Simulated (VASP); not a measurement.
# CuAu (P1) in VASP: single point with PBEsol

Aim: the single point of CuAu with PBEsol.

Everything below comes from runs of VASP 6.6.1. Logs are shortened: lines on timing, memory, paths and dates and some standing lists are left out, and cuts for length are marked.

## (1) The cell of the first run

The typed cell holds 4 atoms: a = 5.621 Å, b = 2.811 Å, c = 3.685 Å, α = 90.00°, β = 90.00°, γ = 90.00°.

## (2) Single point, PBEsol

Contents of INCAR:

```
SYSTEM = CuAu
PREC = Accurate ; ENCUT = 520
EDIFF = 1E-7 ; ISMEAR = -1
SIGMA = 0.08 ; LREAL = .FALSE.
LASPH = .TRUE. ; NELM = 80
ALGO = Normal ; ISIF = 2
LWAVE = .FALSE. ; LCHARG = .FALSE.
GGA = PS ; NBANDS = 30
```

Contents of KPOINTS:

```
Automatic mesh
0
G
  4 7 5
  0 0 0
```

Contents of POSCAR:

```
CuAu
1.0
    5.6214989104      0.0000000000      0.0000000000
    0.0000000000      2.8107494552      0.0000000000
    0.0000000000      0.0000000000      3.6850000000
Cu Au
2 2
Direct
    0.2451854962      0.5111206185      0.4693419267
    0.7621371218      0.4920861934      0.4907164179
   -0.0081467596      0.0074791440      0.0070472185
    0.5053803345     -0.0097116447     -0.0020740841
```

Potentials or basis: VASP PAW PBE potentials, release 64 (Cu, Au).

Command:

```
> cat potpaw_PBE.64/Cu/POTCAR potpaw_PBE.64/Au/POTCAR > POTCAR
> mpirun -np 1 vasp_std > vasp.out
```

OUTCAR:

```text
SYSTEM = CuAu
   PREC = Accurate
   ENCUT = 520
   EDIFF = 1E-7
   ISMEAR = -1
   LREAL = .FALSE.
   LASPH = .TRUE.
   NELM = 80
   ISIF = 2
   GGA = PS

 ion  position               nearest neighbor table
   1  0.245  0.511  0.469-   3 2.62   3 2.63   4 2.64   4 2.70   2 2.72   4 2.78   3 2.81   3 2.82
                             4 2.84
   2  0.762  0.492  0.491-   3 2.59   3 2.63   3 2.67   4 2.71   4 2.71   1 2.72   3 2.72   4 2.75
                             4 2.75
   3  0.992  0.007  0.007-   2 2.59   1 2.62   1 2.63   2 2.63   2 2.67   2 2.72   4 2.74   1 2.81
                             1 2.82   4 2.89
   4  0.505  0.990  0.998-   1 2.64   1 2.70   2 2.71   2 2.71   3 2.74   2 2.75   2 2.75   1 2.78
                             1 2.84   3 2.89

  LATTYP: Found a simple orthorhombic cell.
 ALAT       =     2.8107494552
 B/A-ratio  =     1.3110382333
 C/A-ratio  =     2.0000000000

  Lattice vectors:

 A1 = (   0.0000000000,   2.8107494552,   0.0000000000)
 A2 = (   0.0000000000,   0.0000000000,   3.6850000000)
 A3 = (   5.6214989104,   0.0000000000,   0.0000000000)

Analysis of symmetry for initial positions (statically):
=====================================================================
 Subroutine PRICEL returns:
 Original cell was already a primitive cell.

 Routine SETGRP: Setting up the symmetry group for a
 simple orthorhombic supercell.

 Subroutine GETGRP returns: Found  1 space group operations
 (whereof  1 operations were pure point group operations)
 out of a pool of  8 trial point group operations.

The static configuration has the point symmetry C_1 .

Analysis of symmetry for dynamics (positions and initial velocities):
=====================================================================
 Subroutine PRICEL returns:
 Original cell was already a primitive cell.

 Routine SETGRP: Setting up the symmetry group for a
 simple orthorhombic supercell.

 Subroutine GETGRP returns: Found  1 space group operations
 (whereof  1 operations were pure point group operations)
 out of a pool of  8 trial point group operations.

The dynamic configuration has the point symmetry C_1 .

 Subroutine INISYM returns: Found  1 space group operations
 (whereof  1 operations are pure point group operations),
 and found     1 'primitive' translations

----------------------------------------------------------------------------------------

                                     Primitive cell

  volume of cell :      58.2253

  direct lattice vectors                    reciprocal lattice vectors
     5.621498910  0.000000000  0.000000000     0.177888498  0.000000000  0.000000000
     0.000000000  2.810749455  0.000000000     0.000000000  0.355776997  0.000000000
     0.000000000  0.000000000  3.685000000     0.000000000  0.000000000  0.271370421

  length of vectors
     5.621498910  2.810749455  3.685000000     0.177888498  0.355776997  0.271370421

  position of ions in fractional coordinates (direct lattice)
     0.245185496  0.511120619  0.469341927
     0.762137122  0.492086193  0.490716418
     0.991853240  0.007479144  0.007047218
     0.505380335  0.990288355  0.997925916

  ion indices of the primitive-cell ions
   primitive index   ion index
                 1           1
                 2           2
                 3           3
                 4           4

----------------------------------------------------------------------------------------

 KPOINTS: Automatic mesh

Automatic generation of k-mesh.
 Grid dimensions read from file:
 generate k-points for:    4    7    5

 Generating k-lattice:

  Cartesian coordinates                     Fractional coordinates (reciprocal lattice)
     0.044472125  0.000000000  0.000000000     0.250000000  0.000000000  0.000000000
     0.000000000  0.050825285  0.000000000     0.000000000  0.142857143  0.000000000
     0.000000000  0.000000000  0.054274084     0.000000000  0.000000000  0.200000000

  Length of vectors
     0.044472125  0.050825285  0.054274084

  Shift w.r.t. Gamma in fractional coordinates (k-lattice)
     0.000000000  0.000000000  0.000000000

 Subroutine IBZKPT returns following result:
 ===========================================

 Found     71 irreducible k-points:

 Following reciprocal coordinates:
            Coordinates               Weight
  0.000000  0.000000  0.000000      1.000000
  0.250000  0.000000  0.000000      2.000000
  0.500000  0.000000  0.000000      1.000000
  0.000000  0.142857  0.000000      2.000000
  0.250000  0.142857  0.000000      2.000000
 -0.250000  0.142857  0.000000      2.000000
[... 16 lines left out ...]
 -0.250000  0.142857 -0.200000      2.000000
 -0.250000 -0.142857  0.200000      2.000000
 [... further k-points ...]
   k-points           NKPTS =     71   k-points in BZ     NKDIM =     71   number of bands    NBANDS=     30
   number of dos      NEDOS =    301   number of ions     NIONS =      4
   total plane-waves  NPLWV =  28224
   dimension x,y,z NGX =    42 NGY =   24 NGZ =   28
   dimension x,y,z NGXF=    84 NGYF=   48 NGZF=   56
   ions per type =               2   2
   NGX,Y,Z   is equivalent  to a cutoff of  12.42, 14.20, 12.63 a.u.
   NGXF,Y,Z  is equivalent  to a cutoff of  24.84, 28.39, 25.26 a.u.
 SYSTEM =  CuAu
   PREC   = accura    normal or accurate (medium, high low for compatibility)
   ISTART =      0    job   : 0-new  1-cont  2-samecut
   ICHARG =      2    charge: 1-file 2-atom 10-const
   ISPIN  =      1    spin polarized calculation?
   LNONCOLLINEAR =      F non collinear calculations
   LSORBIT =      F    spin-orbit coupling
   LASPH  =      T    aspherical Exc in radial PAW
   ENCUT  =  520.0 eV  38.22 Ry    6.18 a.u.  10.45  5.23  6.85*2*pi/ulx,y,z
   NELM   =     80;   NELMIN=  2; NELMDL= -5     # of ELM steps
   EDIFF  = 0.1E-06   stopping-criterion for ELM
   LREAL  =      F    real-space projection
   EDIFFG = 0.1E-05   stopping-criterion for IOM
   NSW    =      0    number of steps for IOM
   IBRION =     -1    ionic relax: 0-MD 1-quasi-New 2-CG
   NFREE  =      0    steps in history (QN), initial steepest desc. (CG)
   ISIF   =      2    stress and relaxation
   ISYM   =      2    0-nonsym 1-usesym 2-fastsym
   POTIM  = 0.5000    time-step for ionic-motion
   TEBEG  =    0.0;   TEEND  =   0.0 temperature during run
   PSTRESS=    0.0 pullay stress
   NELECT =      44.0000    total number of electrons
   NUPDOWN=      -1.0000    fix difference up-down
   EMIN   =  10.00;   EMAX   =-10.00  energy-range for DOS
   EFERMI =   0.00;   METHOD = LEGACY
   ISMEAR =    -1;   SIGMA  =   0.08  broadening in eV -4-tet -1-fermi 0-gaus
   EFERMI_NEDOS =   21; number of points for ismear=-14 and -15
   IALGO  =     38    algorithm
   IMIX   =      4    mixing-type and parameters
     AMIX     =   0.40;   BMIX     =  1.00
     AMIX_MAG =   1.60;   BMIX_MAG =  1.00
  volume/ion in A,a.u.               =      14.56        98.23
  Fermi-wavevector in a.u.,A,eV,Ry     =   1.491152  2.817868 30.253005  2.223533
  Thomas-Fermi vector in A             =   2.603843
   LORBIT       =      0    0 simple, 1 ext, 2 COOP (PROOUT), +10 PAW based schemes
   GGA     = PS    functional components
   LHFCALC =     F    Hartree Fock is set to
   AEXX    =    0.0000 exact exchange contribution
   IVDW    =     0    specifies the selected vdW correction
   LEPSILON=     F    determine dielectric tensor
   LRPA    =     F    only Hartree local field effects (RPA)
 non-spin polarized calculation
  energy-cutoff  :      520.00
  volume of cell :       58.23
 maximum number of plane-waves:      1586
 NGX is ok and might be reduce to    42
   NGX = 21   NGY = 11   NGZ = 13

 number of electron      43.9999985 magnetization

 Free energy of the ion-electron system (eV)
  ---------------------------------------------------
  ext. energy  EPLUGINS =         0.00000000
  ---------------------------------------------------
  free energy    TOTEN  =       -16.61066085 eV

  energy without entropy =      -16.58189878  energy(sigma->0) =      -16.59627981

 E-fermi :   8.5935     XC(G=0): -12.8288

 val. band max:        8.5637537185   @ k =   0.5000   0.1429  -0.4000
 cond. band min:       8.5994333912   @ k =  -0.2500  -0.2857   0.4000
 fundamental gap:      0.0356796728
 Fermi energy:         8.5935266688

 k-point     1 :       0.0000    0.0000    0.0000
  band No.  band energies     occupation
      1      -1.2971      2.00000
      2       1.7700      2.00000
      3       1.9436      2.00000
      4       2.0729      2.00000
      5       2.9770      2.00000
      6       3.2133      2.00000
[... 22 lines left out ...]
     29      18.6030      0.00000
     30      19.9197      0.00000

 k-point     2 :       0.2500    0.0000    0.0000
  band No.  band energies     occupation
      1      -0.9417      2.00000
      2       1.2326      2.00000
      3       2.0658      2.00000
      4       2.2957      2.00000
      5       2.8459      2.00000
      6       3.1958      2.00000
[... 22 lines left out ...]
     29      19.1378      0.00000
     30      21.1507      0.00000

 k-point     3 :       0.5000    0.0000    0.0000
  band No.  band energies     occupation
      1      -0.1303      2.00000
      2       0.2096      2.00000
      3       2.2815      2.00000
      4       2.5103      2.00000
      5       2.8826      2.00000
      6       3.1629      2.00000
[... 22 lines left out ...]
     29      20.5900      0.00000
     30      20.9612      0.00000

 k-point     4 :       0.0000    0.1429    0.0000
  band No.  band energies     occupation
      1      -0.8304      2.00000
      2       2.0912      2.00000
      3       2.3598      2.00000
      4       2.3872      2.00000
      5       2.9199      2.00000
      6       3.0695      2.00000
[... 22 lines left out ...]
     29      19.3393      0.00000
     30      19.4558      0.00000

 k-point     5 :       0.2500    0.1429    0.0000
  band No.  band energies     occupation
      1      -0.4775      2.00000
      2       1.6527      2.00000
      3       2.3764      2.00000
      4       2.4692      2.00000
      5       3.0698      2.00000
      6       3.1609      2.00000
[... 22 lines left out ...]
     29      17.9309      0.00000
     30      19.4529      0.00000
[... 526 lines left out ...]
     29      20.1991      0.00000
     30      21.4377      0.00000

 k-point    22 :       0.2500    0.1429    0.2000
  band No.  band energies     occupation
      1      -0.0275      2.00000
      2       1.8161      2.00000
      3       2.4309      2.00000
      4       2.6089      2.00000
      5       2.7351      2.00000
      6       3.4460      2.00000
[... 22 lines left out ...]
     29      19.9170      0.00000
     30      20.3109      0.00000

 k-point    23 :      -0.2500    0.1429   -0.2000
  band No.  band energies     occupation
      1      -0.0273      2.00000
      2       1.8178      2.00000
      3       2.4308      2.00000
      4       2.6089      2.00000
      5       2.7279      2.00000
      6       3.4527      2.00000
[... 22 lines left out ...]
     29      19.9119      0.00000
     30      20.3113      0.00000

 k-point    24 :      -0.2500   -0.1429    0.2000
  band No.  band energies     occupation
      1      -0.0265      2.00000
      2       1.8091      2.00000
      3       2.4478      2.00000
      4       2.6001      2.00000
      5       2.7295      2.00000
      6       3.4410      2.00000
[... 22 lines left out ...]
     29      19.9053      0.00000
     30      20.3093      0.00000

 [... further k-points ...]

------------------------ aborting loop because EDIFF is reached ----------------------------------------

  FORCE on cell =-STRESS in cart. coord.  units (eV):
  Direction    XX          YY          ZZ          XY          YZ          ZX
  --------------------------------------------------------------------------------------
  -------------------------------------------------------------------------------------
  Total       -0.2228161     -1.3584183     -0.9935350     -0.0147804     -0.0373951     -0.0325205
  in kB       -6.1311991    -37.3794031    -27.3389611     -0.4067103     -1.0289948     -0.8948626
  external PRESSURE =     -23.6165211 kB  Pullay stress =       0.0000000 kB

 VOLUME and BASIS-vectors are now :
 -----------------------------------------------------------------------------
  energy-cutoff  :      520.00
  volume of cell :       58.23
      direct lattice vectors                 reciprocal lattice vectors
     5.621498910  0.000000000  0.000000000     0.177888498  0.000000000  0.000000000
     0.000000000  2.810749455  0.000000000     0.000000000  0.355776997  0.000000000
     0.000000000  0.000000000  3.685000000     0.000000000  0.000000000  0.271370421

 POSITION                                       TOTAL-FORCE (eV/Angst)
 -----------------------------------------------------------------------------------
      1.37831      1.43663      1.72952         0.195258     -0.105641      0.686923
      4.28435      1.38313      1.80829        -0.393756      0.097796      0.363895
      5.57570      0.02102      0.02597         0.694889     -0.075960     -0.659027
      2.84099      2.78345      3.67736        -0.496392      0.083804     -0.391791
 -----------------------------------------------------------------------------------
    total drift:                               -0.000071      0.000389     -0.001094

  FREE ENERGIE OF THE ION-ELECTRON SYSTEM (eV)
  ---------------------------------------------------
  free  energy   TOTEN  =       -16.6106608461 eV

  energy  without entropy=      -16.5818987753  energy(sigma->0) =      -16.59627981
```

Wall time 2.6 min (1 thread of Intel Xeon Platinum 8259CL at 2.50GHz (Skylake/Cascade Lake), shared host); peak memory 0.25 GiB.

What came out:

| Quantity | Value |
| --- | --- |
| Free energy | -16.6107 eV |
| Pressure | -2.4 GPa |
| Largest force | 0.961 eV/Å |
| Band gap on the k mesh | zero (bands 22 and 23 overlap by 2.39 eV) |

Forces on the atoms (eV/Å):
```
Cu   0.195 -0.106  0.687
Cu  -0.394  0.098  0.364
Au   0.695 -0.076 -0.659
Au  -0.496  0.084 -0.392
```

Stress tensor (GPa, compression positive):
```
-0.61 -0.04 -0.09
-0.04 -3.74 -0.10
-0.09 -0.10 -2.73
```

Levels at points of the mesh, in eV from the Fermi level:
| k point | band 19 | band 20 | band 21 | band 22 | band 23 | band 24 | band 25 | band 26 |
| --- | --- | --- | --- | --- | --- | --- | --- | --- |
| (0.00, 0.00, 0.00) | -1.73 | -1.53 | -1.52 | -0.94 | -0.20 | 2.06 | 7.89 | 9.20 |
| (0.50, 0.00, 0.00) | -2.12 | -2.02 | -1.84 | -1.74 | 4.02 | 4.55 | 4.83 | 5.20 |

Caveat: the PAW data sets were made with another functional, which shifts forces and pressure a little; spin-orbit coupling is left out, which moves the levels of the heavy elements.

The gap in the log of VASP goes by the Fermi energy; the results here count the filled bands.